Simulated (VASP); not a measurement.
Set up this calculation in VASP 6.6.1, as the native input.

```yaml
Task: single point
Functional: r2SCAN
Potentials_or_basis: VASP PAW PBE potentials, release 64 (Zr_sv, B)
Cutoff: 520 eV
k_mesh: 6 × 6 × 6
Occupations: gaussian, width 0.1 eV
Spin: no spin polarisation
Dipole_correction: no
Further_INCAR_settings: ALGO = Normal; EDIFF = 1e-07; NBANDS = 16
```

Crystal: ZrB2.

```xyz
3
Lattice="3.1700 0.0000 0.0000 -1.5850 2.7453 0.0000 0.0000 0.0000 3.5330" Properties=species:S:1:pos:R:3 pbc="T T T"
Zr    0.0000    0.0000    0.0000
B     0.0000    1.8302    1.7665
B     1.5850    0.9151    1.7665
```

One way to write it, as run:

POSCAR

```
ZrB2
1.0
    3.1700000000      0.0000000000      0.0000000000
   -1.5850000000      2.7453005300      0.0000000000
    0.0000000000      0.0000000000      3.5330000000
Zr B
1 2
Direct
    0.0000000000      0.0000000000      0.0000000000
    0.3333333333      0.6666666667      0.5000000000
    0.6666666667      0.3333333333      0.5000000000
```

INCAR.step1

```
SYSTEM = ZrB2
ALGO = Normal
EDIFF = 1E-4
ENCUT = 520
GGA = PE
ISMEAR = 0
LASPH = .TRUE.
LCHARG = .FALSE.
LREAL = .FALSE.
LWAVE = .TRUE.
NBANDS = 16
NELM = 100
PREC = Accurate
SIGMA = 0.1
```

INCAR.step2

```
SYSTEM = ZrB2
ALGO = Normal
EDIFF = 1E-7
ENCUT = 520
ISIF = 2
ISMEAR = 0
ISTART = 1
LASPH = .TRUE.
LCHARG = .FALSE.
LMIXTAU = .TRUE.
LREAL = .FALSE.
LWAVE = .FALSE.
METAGGA = R2SCAN
NBANDS = 16
NELM = 100
PREC = Accurate
SIGMA = 0.1
```

KPOINTS

```
k-points
0
G
  6 6 6
  0 0 0
```

Potentials or basis: VASP PAW PBE potentials, release 64 (Zr_sv, B).

The run is started by

```console
$ cat potpaw_PBE.64/Zr_sv/POTCAR potpaw_PBE.64/B/POTCAR > POTCAR
$ cp INCAR.step1 INCAR
$ mpirun -np 1 vasp_std > vasp.out
$ cp INCAR.step2 INCAR
$ mpirun -np 1 vasp_std > vasp.out
```

Results of the run:

| Item | Value |
| --- | --- |
| Pressure | 1.1 GPa |
| Band gap on the k mesh | zero (band 9 reaches 11.46 eV, above the bottom of band 10 at 10.33 eV) |

Caveat: the k points lie up to 0.38 Å⁻¹ apart; the PAW data sets were made with another functional, which shifts forces and pressure a little.

Run time: 69 s on 1 thread of AMD EPYC 7R43 64-Core Processor (Zen 3), on a shared host, peak memory 0.12 GiB.
